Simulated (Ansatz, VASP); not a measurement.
**FePt: VASP beside Ansatz**

The input INCAR:

```
SYSTEM = FePt
  PREC = Accurate
  ENCUT = 520
  EDIFF = 1E-6
  ISMEAR = -1
  SIGMA = 0.05
  LREAL = .False.
  LASPH = .True.
  NELM = 150
  ALGO = Normal
  ISIF = 2
  LWAVE = .False.
  LCHARG = .False.
  ISPIN = 2
  MAGMOM = 0 3
  LORBIT = 11
  LMAXMIX = 4
  GGA = RE
  NBANDS = 20
```

Contents of KPOINTS:

```
regular mesh
0
Gamma
  10 10 7
  0 0 0
```

The input POSCAR:

```
FePt
1.0
    2.7235000000      0.0000000000      0.0000000000
    0.0000000000      2.7235000000      0.0000000000
    0.0000000000      0.0000000000      3.7200000000
Pt Fe
1 1
Direct
    0.5000000000      0.5000000000      0.5000000000
    0.0000000000      0.0000000000      0.0000000000
```

input.yaml

```yaml
crystal:
  lattice:
    - [2.7235, 0.0, 0.0]
    - [0.0, 2.7235, 0.0]
    - [0.0, 0.0, 3.72]
  atoms:
    - { symbol: Pt, position: [0.5, 0.5, 0.5] }
    - { symbol: Fe, position: [0.0, 0.0, 0.0], spin: 3.0 }
kpoints:
  mp_grid: { grid: [10, 10, 7] }
  band_path:
    path:
      - [0.0, 0.0, 0.0]
      - [0.0, 0.5, 0.0]
      - [0.5, 0.5, 0.0]
      - [0.0, 0.0, 0.0]
      - [0.0, 0.0, 0.5]
      - [0.0, 0.5, 0.5]
      - [0.5, 0.5, 0.5]
      - [0.0, 0.0, 0.5]
    npoints: 12
scf:
  occupations: { method: fermi_dirac, width: 0.05 }
hamiltonian:
  xc: revpbe
  pseudopotentials: { kind: all_electron, lapw: { basis_error: 0.001 } }
magnetization:
  spin_polarized: true
output:
  forces: true
  stress: true
  eigenvalues: true
```

Alike in both runs: functional revPBE; k mesh 10 × 10 × 7; occupations fermi-dirac, width 0.05 eV; collinear spin.

```csv
,VASP,Ansatz
version,VASP 6.6.1,Ansatz 0.2.0
potentials or method,"VASP PAW PBE potentials, release 64 (Pt, Fe), cutoff 520 eV","all-electron LAPW, scalar-relativistic"
task,single point,band structure
```

|  | VASP | Ansatz | Ansatz less VASP |
| --- | --- | --- | --- |
| gap on the k mesh at the Fermi level (eV) | none | none | - |
| pressure (GPa) | 6.5 | 7.0 | +0.45 |
| traceless stress, the component that is largest in VASP (GPa) | 0.31 | 0.23 | -0.077 |
| net moment per atom (μB) | 1.65 | 1.65 | +0.004 |
| size of the moment on the site where the two differ most (μB) | 2.94 | 2.99 | +0.052 |

VASP's potentials were made for PBE, not for revPBE. Site moments also hang on the region over which each program counts them. A gap of «none» marks a metal or a gap that the smearing closes. Ansatz ran all-electron here, and VASP with PAW potentials.

Spin-orbit coupling is off throughout.
